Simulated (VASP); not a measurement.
# Cr (P6_3/mmc) in VASP: a series of runs, part 2 of 2

VASP 6.6.1. Earlier steps stand in the parts before.

**3. Single point, PBEsol, collinear spin, ferromagnetic start (volume scaled by 0.92)**

Contents of INCAR:

```
  PREC = Accurate
  ENCUT = 520
  EDIFF = 1E-6
  ISMEAR = -1
  SIGMA = 0.05
  LREAL = F
  LASPH = T
  NELM = 150
  ALGO = Normal
  ISIF = 2
  LWAVE = F
  LCHARG = F
  ISPIN = 2
  MAGMOM = 1.5 1.5 1.5 1.5
  LORBIT = 11
  LMAXMIX = 4
  GGA = PS
  NBANDS = 36
```

Contents of KPOINTS:

```
regular mesh
0
Gamma
  16 16 4
```

Contents of POSCAR:

```
Cr
1.0
    2.4006138766      0.0000000000      0.0000000000
   -1.2003069383      2.0789926018      0.0000000000
    0.0000000000      0.0000000000      8.4580615135
Cr
4
Direct
    0.0000000000      1.0000000000      1.0000000000
    0.0000000000      0.0000000000      0.5000000000
    0.3333333333      0.6666666667      0.2500000000
    0.6666666667      0.3333333333      0.7500000000
```

Potentials or basis: VASP PAW PBE potentials, release 64 (Cr_pv).

The run is started by

```sh
> cat potpaw_PBE.64/Cr_pv/POTCAR > POTCAR
> mpirun -np 1 vasp_std > vasp.out
```

OUTCAR:

```text
PREC = Accurate
   ENCUT = 520
   EDIFF = 1E-6
   ISMEAR = -1
   LREAL = F
   LASPH = T
   NELM = 150
   ISIF = 2
   ISPIN = 2
   LORBIT = 11
   GGA = PS

 ion  position               nearest neighbor table
   1  0.000  0.000  0.000-   3 2.53   4 2.53   3 2.53   4 2.53   4 2.53   3 2.53
   2  0.000  0.000  0.500-   3 2.53   4 2.53   3 2.53   4 2.53   4 2.53   3 2.53
   3  0.333  0.667  0.250-   1 2.53   2 2.53   1 2.53   2 2.53   1 2.53   2 2.53
   4  0.667  0.333  0.750-   1 2.53   2 2.53   1 2.53   2 2.53   1 2.53   2 2.53

  LATTYP: Found a hexagonal cell.
 ALAT       =     2.4006138766
 C/A-ratio  =     3.5232911031

  Lattice vectors:

 A1 = (   2.4006138766,   0.0000000000,   0.0000000000)
 A2 = (  -1.2003069383,   2.0789926018,   0.0000000000)
 A3 = (   0.0000000000,   0.0000000000,   8.4580615135)

Analysis of symmetry for initial positions (statically):
=====================================================================
 Subroutine PRICEL returns:
 Original cell was already a primitive cell.

[... 2073 lines left out ...]
     36      19.5217      0.00000

 [... further k-points ...]
[... 5 lines left out ...]
  --------------------------------------------------------------------------------------
  -------------------------------------------------------------------------------------
  Total        6.8880908      6.8880908      6.0638157     -0.0000000      0.0000000      0.0000000
  in kB      261.4347732    261.4347732    230.1497354     -0.0000000      0.0000000      0.0000000
  external PRESSURE =     251.0064273 kB  Pullay stress =       0.0000000 kB

 VOLUME and BASIS-vectors are now :
 -----------------------------------------------------------------------------
  energy-cutoff  :      520.00
  volume of cell :       42.21
      direct lattice vectors                 reciprocal lattice vectors
     2.400613877  0.000000000  0.000000000     0.416560118  0.240501096  0.000000000
    -1.200306938  2.078992602  0.000000000     0.000000000  0.481002193  0.000000000
     0.000000000  0.000000000  8.458061514     0.000000000  0.000000000  0.118230400

 POSITION                                       TOTAL-FORCE (eV/Angst)
 -----------------------------------------------------------------------------------
      0.00000      0.00000      0.00000        -0.000000      0.000000     -0.000000
      0.00000      0.00000      4.22903        -0.000000      0.000000     -0.000000
     -0.00000      1.38600      2.11452         0.000000      0.000000      0.000000
      1.20031      0.69300      6.34355        -0.000000     -0.000000      0.000000
 -----------------------------------------------------------------------------------
    total drift:                                0.000000     -0.000000      0.000000

  FREE ENERGIE OF THE ION-ELECTRON SYSTEM (eV)
  ---------------------------------------------------
  free  energy   TOTEN  =       -39.1027626537 eV

  energy  without entropy=      -39.0576415694  energy(sigma->0) =      -39.08020211

 total charge

# of ion       s       p       d       tot
------------------------------------------
    1        0.475   6.447   4.373  11.295
    2        0.475   6.447   4.373  11.295
    3        0.476   6.449   4.367  11.291
    4        0.476   6.449   4.367  11.291
--------------------------------------------------
tot          1.902  25.791  17.480  45.173

 magnetization (x)

# of ion       s       p       d       tot
------------------------------------------
    1       -0.000   0.000  -0.000  -0.000
    2       -0.000   0.000  -0.000  -0.000
    3       -0.000   0.000   0.000   0.000
    4       -0.000   0.000   0.000   0.000
--------------------------------------------------
tot         -0.000   0.000  -0.000  -0.000
```

OSZICAR:

```text
N       E                     dE             d eps       ncg     rms          rms(c)
DAV:   1     0.598774191959E+03    0.59877E+03   -0.26049E+04 12984   0.170E+03
DAV:   2    -0.130181677016E+02   -0.61179E+03   -0.58650E+03 13076   0.513E+02
DAV:   3    -0.435215116660E+02   -0.30503E+02   -0.28901E+02 13636   0.134E+02
DAV:   4    -0.441462901186E+02   -0.62478E+00   -0.62162E+00 14472   0.184E+01
DAV:   5    -0.441660038599E+02   -0.19714E-01   -0.19708E-01 16904   0.292E+00    0.316E+01
DAV:   6    -0.385442826470E+02    0.56217E+01   -0.26244E+01 13088   0.436E+01    0.682E+00
DAV:   7    -0.390049435476E+02   -0.46066E+00   -0.75323E-01 13352   0.966E+00    0.580E+00
DAV:   8    -0.392894231273E+02   -0.28448E+00   -0.13880E+00 13900   0.159E+01    0.667E+00
DAV:   9    -0.390055525285E+02    0.28387E+00   -0.60786E-01 14176   0.990E+00    0.229E+00
DAV:  10    -0.390863883561E+02   -0.80836E-01   -0.44166E-02 15040   0.207E+00    0.715E-01
DAV:  11    -0.391014963266E+02   -0.15108E-01   -0.76796E-03 15672   0.625E-01    0.296E-01
DAV:  12    -0.391025908794E+02   -0.10946E-02   -0.87648E-04 16560   0.271E-01    0.146E-01
DAV:  13    -0.391027687397E+02   -0.17786E-03   -0.18745E-04 15580   0.113E-01    0.480E-02
DAV:  14    -0.391027604112E+02    0.83285E-05   -0.29931E-05 15384   0.655E-02    0.188E-02
DAV:  15    -0.391027619484E+02   -0.15372E-05   -0.62807E-06 14636   0.225E-02    0.625E-03
DAV:  16    -0.391027626537E+02   -0.70535E-06   -0.53096E-07  7512   0.769E-03
   1 F= -.39102763E+02 E0= -.39080202E+02  d E =-.451211E-01  mag=     0.0003
```

Wall time 3.9 min (1 thread of Intel Xeon Platinum 8488C (Sapphire Rapids), shared host); peak memory 0.29 GiB.

Results:

```yaml
Free_energy: -39.1028 eV
Pressure: 25.1 GPa
Band_gap_on_the_k_mesh: zero (filled and empty bands overlap)
Net_moment: 0.00 μB per cell
Valence_electrons_inside_the_program's_atomic_spheres: Cr 11.29
```

Stress tensor (GPa, compression positive):
```
26.14  0.00  0.00
 0.00 26.14  0.00
 0.00  0.00 23.01
```

Caveat: the starting moments collapsed, and a magnetic state may lie lower; the PAW data sets were made with another functional, which shifts forces and pressure a little.

**4. Single point, PBEsol, collinear spin, antiferromagnetic start (volume scaled by 1.08)**

Contents of INCAR:

```
SYSTEM = Cr
PREC = Accurate
ENCUT = 520
EDIFF = 1E-6
ISMEAR = -1
SIGMA = 0.05
LREAL = .FALSE.
LASPH = .TRUE.
NELM = 150
ALGO = Normal
ISIF = 2
LWAVE = .FALSE.
LCHARG = .FALSE.
ISPIN = 2
MAGMOM = 1.5 1.5 -1.5 -1.5
LORBIT = 11
LMAXMIX = 4
GGA = PS
NBANDS = 36
```

Contents of KPOINTS:

```
Automatic mesh
0
G
  16 16 4
  0 0 0
```

Contents of POSCAR:

```
Cr
1.0
    2.5324114770      0.0000000000      0.0000000000
   -1.2662057385      2.1931326720      0.0000000000
    0.0000000000      0.0000000000      8.9224232323
Cr
4
Direct
    1.0000000000      0.0000000000      0.0000000000
    0.0000000000      0.0000000000      0.5000000000
    0.3333333333      0.6666666667      0.2500000000
    0.6666666667      0.3333333333      0.7500000000
```

The run is started by

```sh
> cat potpaw_PBE.64/Cr_pv/POTCAR > POTCAR
> mpirun -np 1 vasp_std > vasp.out
```

Wall time 4.3 min (1 thread of Intel Xeon Platinum 8488C (Sapphire Rapids), shared host); peak memory 0.33 GiB.

The run converged. Its results:

```yaml
Free_energy: -39.1490 eV
Pressure: -17.4 GPa
Band_gap_on_the_k_mesh: zero (filled and empty bands overlap)
Net_moment: 0.00 μB per cell
Valence_electrons_inside_the_program's_atomic_spheres: Cr 10.94, 10.93
```

Stress tensor (GPa, compression positive):
```
-17.79   0.00   0.00
  0.00 -17.79   0.00
  0.00   0.00 -16.50
```

Levels at points of the mesh, in eV from the Fermi level:
Spin up:
```csv
k point,band 20,band 21,band 22,band 23,band 24,band 25,band 26,band 27,band 28,band 29
"(0.00, 0.00, 0.00)",-0.40,-0.40,-0.32,-0.32,-0.16,-0.16,-0.12,-0.06,-0.06,1.07
"(0.50, 0.00, 0.00)",-1.37,-0.71,-0.27,-0.21,0.86,0.86,1.65,2.19,2.20,2.47
"(0.00, 0.00, 0.50)",-0.97,-0.33,-0.33,-0.33,-0.33,-0.16,-0.16,-0.16,-0.16,1.24
"(0.50, 0.00, 0.50)",-1.48,0.09,0.09,0.10,0.10,0.61,0.61,1.77,1.77,2.65
```
Spin down:
| k point | band 21 | band 22 | band 23 | band 24 | band 25 | band 26 | band 27 | band 28 |
| --- | --- | --- | --- | --- | --- | --- | --- | --- |
| (0.00, 0.00, 0.00) | -0.40 | -0.32 | -0.32 | -0.16 | -0.16 | -0.12 | -0.06 | -0.06 |
| (0.50, 0.00, 0.00) | -0.71 | -0.27 | -0.21 | 0.86 | 0.86 | 1.65 | 2.19 | 2.20 |
| (0.00, 0.00, 0.50) | -0.33 | -0.33 | -0.33 | -0.33 | -0.16 | -0.16 | -0.16 | -0.16 |
| (0.50, 0.00, 0.50) | 0.09 | 0.09 | 0.10 | 0.10 | 0.61 | 0.61 | 1.77 | 1.77 |

Caveat: the starting moments collapsed, and a magnetic state may lie lower; the PAW data sets were made with another functional, which shifts forces and pressure a little.
